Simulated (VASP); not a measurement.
# Si5Ge2 (P4mm) in VASP: relaxation of cell and atoms with PBE

Aim: the relaxation of cell and atoms of Si5Ge2 with PBE.

All numbers are computed with VASP 6.6.1; they aren't measurements. Logs are shortened: lines on timing, memory, paths and dates and some standing lists are left out, and cuts for length are marked.

## (1) The cell of the first run

Symmetry: P4mm, No. 99, tetragonal system. The conventional cell has a = 3.803 Å, b = 3.803 Å, c = 8.475 Å, α = 90.00°, β = 90.00°, γ = 90.00°. Within 3.2 Å of Si (site symmetry 2mm) lie 5 Si at 2.43 to 2.69 Å and 1 Ge at 2.62 Å. Within 3.2 Å of Si (site symmetry 2mm) lie 7 Si at 2.43 to 2.69 Å. Si (site symmetry 4mm) has 4 Si at 2.47 Å and 4 Ge at 2.66 Å within 3.3 Å. Within 3.5 Å of Ge (site symmetry 2mm) lie 4 Si at 2.62 to 3.43 Å and 4 Ge at 2.69 Å.

The cell was built from a structure type or drawn by symmetry, and may not be a known phase.

## (2) Relaxation of cell and atoms, PBE

Contents of INCAR:

```
SYSTEM = Si5Ge2
PREC = Accurate
ENCUT = 600
EDIFF = 1E-7
ISMEAR = 0
SIGMA = 0.1
LREAL = .False.
LASPH = .True.
NELM = 80
ALGO = Normal
ISIF = 3
LWAVE = .False.
LCHARG = .False.
GGA = PE
IBRION = 2
NSW = 100
EDIFFG = -0.01
```

Contents of KPOINTS:

```
regular mesh
0
Gamma
  8 8 4
  0 0 0
```

Contents of POSCAR:

```
Si5Ge2
1.0
    3.8032152532      0.0000000000      0.0000000000
    0.0000000000      3.8032152532      0.0000000000
    0.0000000000      0.0000000000      8.4746723789
Si Ge
5 2
Direct
    0.5000000000      0.0000000000      0.7066243680
    0.0000000000      0.5000000000      0.7066243680
    0.5000000000      0.0000000000      0.9929449778
    0.0000000000      0.5000000000      0.9929449778
    0.0000000000      0.0000000000      0.1789008724
    0.5000000000      0.0000000000      0.3979104280
    0.0000000000      0.5000000000      0.3979104280
```

Potentials or basis: VASP PAW PBE potentials, release 64 (Si, Ge_d).

The run is started by

```bash
cat potpaw_PBE.64/Si/POTCAR potpaw_PBE.64/Ge_d/POTCAR > POTCAR
mpirun -np 1 vasp_std > vasp.out
```

OUTCAR:

```text
SYSTEM = Si5Ge2
   PREC = Accurate
   ENCUT = 600
   EDIFF = 1E-7
   ISMEAR = 0
   LREAL = .False.
   LASPH = .True.
   NELM = 80
   ISIF = 3
   GGA = PE
   IBRION = 2
   NSW = 100
   EDIFFG = -0.01

 ion  position               nearest neighbor table
   1  0.500  0.000  0.707-   3 2.43   6 2.62   2 2.69   2 2.69   2 2.69   2 2.69
   2  0.000  0.500  0.707-   4 2.43   7 2.62   1 2.69   1 2.69   1 2.69   1 2.69
   3  0.500  0.000  0.993-   1 2.43   5 2.47   5 2.47   4 2.69   4 2.69   4 2.69   4 2.69
   4  0.000  0.500  0.993-   2 2.43   5 2.47   5 2.47   3 2.69   3 2.69   3 2.69   3 2.69
   5  0.000  0.000  0.179-   3 2.47   4 2.47   4 2.47   3 2.47   6 2.66   7 2.66   7 2.66   6 2.66

   6  0.500  0.000  0.398-   1 2.62   5 2.66   5 2.66   7 2.69   7 2.69   7 2.69   7 2.69
   7  0.000  0.500  0.398-   2 2.62   5 2.66   5 2.66   6 2.69   6 2.69   6 2.69   6 2.69

  LATTYP: Found a simple tetragonal cell.
 ALAT       =     3.8032152532
 C/A-ratio  =     2.2282915414

  Lattice vectors:

 A1 = (   3.8032152532,   0.0000000000,   0.0000000000)
 A2 = (   0.0000000000,   3.8032152532,   0.0000000000)
 A3 = (   0.0000000000,   0.0000000000,   8.4746723789)

Analysis of symmetry for initial positions (statically):
=====================================================================
 Subroutine PRICEL returns:
 Original cell was already a primitive cell.

 Routine SETGRP: Setting up the symmetry group for a
 simple tetragonal supercell.

 Subroutine GETGRP returns: Found  8 space group operations
 (whereof  8 operations were pure point group operations)
 out of a pool of 16 trial point group operations.

The static configuration has the point symmetry C_4v.

Analysis of symmetry for dynamics (positions and initial velocities):
=====================================================================
 Subroutine PRICEL returns:
 Original cell was already a primitive cell.

 Routine SETGRP: Setting up the symmetry group for a
 simple tetragonal supercell.

 Subroutine GETGRP returns: Found  8 space group operations
 (whereof  8 operations were pure point group operations)
 out of a pool of 16 trial point group operations.

The dynamic configuration has the point symmetry C_4v.

 Subroutine INISYM returns: Found  8 space group operations
 (whereof  8 operations are pure point group operations),
 and found     1 'primitive' translations

[... 125 lines left out ...]
  volume/ion in A,a.u.               =      17.51       118.17
  Fermi-wavevector in a.u.,A,eV,Ry     =   1.197697  2.263319 19.517263  1.434478
  Thomas-Fermi vector in A             =   2.333605
   LORBIT       =      0    0 simple, 1 ext, 2 COOP (PROOUT), +10 PAW based schemes
   GGA     = PE    functional components
   LHFCALC =     F    Hartree Fock is set to
   AEXX    =    0.0000 exact exchange contribution
   IVDW    =     0    specifies the selected vdW correction
   LEPSILON=     F    determine dielectric tensor
   LRPA    =     F    only Hartree local field effects (RPA)
 conjugate gradient relaxation of ions
 non-spin polarized calculation
 Gauss-broadening in eV      SIGMA  =   0.10
  energy-cutoff  :      600.00
  volume of cell :      122.58
 maximum number of plane-waves:      4123
   NGX = 15   NGY = 15   NGZ = 33

--------------------------------------- Ionic step        1  -------------------------------------------

 number of electron      47.9999983 magnetization

 Free energy of the ion-electron system (eV)
  ---------------------------------------------------
  ext. energy  EPLUGINS =         0.00000000
  ---------------------------------------------------
  free energy    TOTEN  =       -33.29419813 eV

  energy without entropy =      -33.27641091  energy(sigma->0) =      -33.28530452

------------------------ aborting loop because EDIFF is reached ----------------------------------------

  FORCE on cell =-STRESS in cart. coord.  units (eV):
  Direction    XX          YY          ZZ          XY          YZ          ZX
  --------------------------------------------------------------------------------------
  -------------------------------------------------------------------------------------
  Total       -0.7212856     -0.7212856      2.8253550      0.0000000      0.0000000     -0.0000000
  in kB       -9.4274254     -9.4274254     36.9282630      0.0000000      0.0000000     -0.0000000
  external PRESSURE =       6.0244708 kB  Pullay stress =       0.0000000 kB
[... 104 lines left out ...]
  FREE ENERGIE OF THE ION-ELECTRON SYSTEM (eV)
  ---------------------------------------------------
  free  energy   TOTEN  =       -33.3814907810 eV

  energy  without entropy=      -33.3635178934  energy(sigma->0) =      -33.37250434

[... ionic steps 4 to 16 ...]

--------------------------------------- Ionic step       17  -------------------------------------------

 number of electron      48.0000005 magnetization

------------------------ aborting loop because EDIFF is reached ----------------------------------------
[... 77 lines left out ...]
--------------------------------------- Ionic step       19  -------------------------------------------

 number of electron      48.0000006 magnetization

 Free energy of the ion-electron system (eV)
  ---------------------------------------------------
  ext. energy  EPLUGINS =         0.00000000
  ---------------------------------------------------
  free energy    TOTEN  =       -33.46288822 eV

  energy without entropy =      -33.44899837  energy(sigma->0) =      -33.45594329

 E-fermi :   7.4483     XC(G=0): -10.5920

 val. band max:        7.4000946420   @ k =   0.3750   0.1250   0.2500
 cond. band min:       7.4580826552   @ k =   0.5000   0.0000   0.5000
 fundamental gap:      0.0579880132
 Fermi energy:         7.4483423690

 k-point     1 :       0.0000    0.0000    0.0000
  band No.  band energies     occupation
      1     -17.3894      2.00000
      2     -17.2809      2.00000
      3     -17.2715      2.00000
      4     -17.2138      2.00000
      5     -17.2138      2.00000
      6     -17.1220      2.00000
[... 733 lines left out ...]
     27       9.3124      0.00000
     28       9.8227      0.00000

 [... further k-points ...]

------------------------ aborting loop because EDIFF is reached ----------------------------------------

  FORCE on cell =-STRESS in cart. coord.  units (eV):
  Direction    XX          YY          ZZ          XY          YZ          ZX
  --------------------------------------------------------------------------------------
  -------------------------------------------------------------------------------------
  Total       -0.0160818     -0.0160818     -0.0103772      0.0000000      0.0000000      0.0000000
  in kB       -0.2093731     -0.2093731     -0.1351034      0.0000000      0.0000000      0.0000000
  external PRESSURE =      -0.1846165 kB  Pullay stress =       0.0000000 kB
[... 22 lines left out ...]
  FREE ENERGIE OF THE ION-ELECTRON SYSTEM (eV)
  ---------------------------------------------------
  free  energy   TOTEN  =       -33.4628882161 eV

  energy  without entropy=      -33.4489983702  energy(sigma->0) =      -33.45594329

 reached required accuracy - stopping structural energy minimisation
```

CONTCAR:

```text
Si5Ge2
   1.00000000000000
     3.7072650858798095    0.0000000000000000   -0.0000000000000000
     0.0000000000000000    3.7072650858798095    0.0000000000000000
    -0.0000000000000000   -0.0000000000000000    8.9539865066361912
  Si              Ge
     5     2
Direct
     0.5000000000000000    1.0000000000000000    0.7066488305492764
     0.0000000000000000    0.5000000000000000    0.7066488305492764
     0.5000000000000000    0.0000000000000000    0.9805855436531872
     1.0000000000000000    0.5000000000000000    0.9805855436531872
     1.0000000000000000    1.0000000000000000    0.1736148919650339
     0.5000000000000000    0.0000000000000000    0.4128883898150231
     0.0000000000000000    0.5000000000000000    0.4128883898150231

  0.00000000E+00  0.00000000E+00  0.00000000E+00
  0.00000000E+00  0.00000000E+00  0.00000000E+00
  0.00000000E+00  0.00000000E+00  0.00000000E+00
  0.00000000E+00  0.00000000E+00  0.00000000E+00
  0.00000000E+00  0.00000000E+00  0.00000000E+00
  0.00000000E+00  0.00000000E+00  0.00000000E+00
  0.00000000E+00  0.00000000E+00  0.00000000E+00
```

Run time: 39 min. Hardware: 1 thread of Intel Xeon 6975P-C (Granite Rapids), shared host; peak memory 0.34 GiB.

What came out:

- Free energy: -33.4629 eV
- Relaxed volume: 17.58 Å³/atom
- Relaxed cell: a = 3.707 Å, b = 3.707 Å, c = 8.954 Å, α = 90.00°, β = 90.00°, γ = 90.00°
- Space group after relaxing (to 0.1 Å): P4mm (No. 99)
- Energy gained by relaxing: 24.1 meV/atom
- Ionic steps: 19
- Pressure after relaxing: 0.0 GPa
- Band gap on the k mesh: zero (bands 24 and 25 overlap by 3.54 eV)

Forces in eV/Å, atoms in the order of the input:
```
Si   0.000  0.000  0.000
Si   0.000  0.000  0.000
Si   0.000  0.000 -0.002
Si   0.000  0.000 -0.002
Si   0.000  0.000 -0.003
Ge   0.000  0.000  0.003
Ge   0.000  0.000  0.003
```

The path:
| step | energy change (eV) | largest force (eV/Å) | pressure (GPa) | volume (Å³) |
| --- | --- | --- | --- | --- |
| 1 | 0.0000 | 0.2499 | 0.60 | 122.58 |
| 2 | -0.0591 | 0.3351 | -0.46 | 123.73 |
| 3 | -0.0873 | 0.3325 | -2.00 | 125.79 |
| 4 | -0.0958 | 0.3549 | -1.53 | 125.06 |
| 5 | -0.1295 | 0.2892 | -0.16 | 122.80 |
| 6 | -0.1330 | 0.2811 | 0.55 | 121.77 |
| 7 | -0.1555 | 0.1688 | 0.40 | 122.07 |
| 8 | -0.1623 | 0.1204 | 0.33 | 122.34 |
| 9 | -0.1663 | 0.0661 | -0.25 | 123.24 |
| 10 | -0.1663 | 0.0578 | -0.34 | 123.40 |
| 11 | -0.1679 | 0.0573 | 0.01 | 122.91 |
| 12 | -0.1679 | 0.0573 | 0.02 | 122.91 |
| 13 | -0.1684 | 0.0234 | 0.08 | 122.84 |
| 14 | -0.1685 | 0.0138 | 0.14 | 122.80 |
| 15 | -0.1686 | 0.0232 | -0.10 | 123.17 |
| 16 | -0.1686 | 0.0195 | -0.01 | 123.02 |
| 17 | -0.1686 | 0.0197 | -0.03 | 123.03 |
| 18 | -0.1687 | 0.0103 | -0.02 | 123.05 |
| 19 | -0.1687 | 0.0030 | -0.02 | 123.06 |

Final structure:
```
Si Ge
1.0
     3.70727    0.00000    0.00000
     0.00000    3.70727    0.00000
     0.00000    0.00000    8.95399
Si Ge
5 2
Direct
  0.50000 0.00000 0.70665
  0.00000 0.50000 0.70665
  0.50000 0.00000 0.98059
  0.00000 0.50000 0.98059
  0.00000 0.00000 0.17361
  0.50000 0.00000 0.41289
  0.00000 0.50000 0.41289
```

Levels at points of the mesh, in eV from the Fermi level:
| k point | band 21 | band 22 | band 23 | band 24 | band 25 | band 26 | band 27 | band 28 |
| --- | --- | --- | --- | --- | --- | --- | --- | --- |
| (0.00, 0.00, 0.00) | -1.97 | -1.20 | -1.20 | -1.20 | 0.57 | 1.76 | 1.96 | 2.65 |
| (0.50, 0.00, 0.00) | -1.59 | -0.26 | 0.58 | 0.60 | 0.94 | 1.01 | 1.09 | 1.98 |
| (0.50, 0.50, 0.00) | -4.87 | -3.63 | -1.79 | -1.79 | -1.20 | -0.80 | -0.80 | 1.07 |
| (0.00, 0.00, 0.50) | -2.29 | -1.69 | -0.51 | -0.51 | -0.12 | 0.52 | 0.99 | 2.22 |
| (0.50, 0.00, 0.50) | -0.19 | 0.01 | 0.24 | 0.50 | 0.76 | 0.79 | 0.93 | 1.88 |
| (0.50, 0.50, 0.50) | -4.27 | -3.56 | -3.56 | -3.29 | -2.46 | 1.64 | 2.07 | 2.07 |
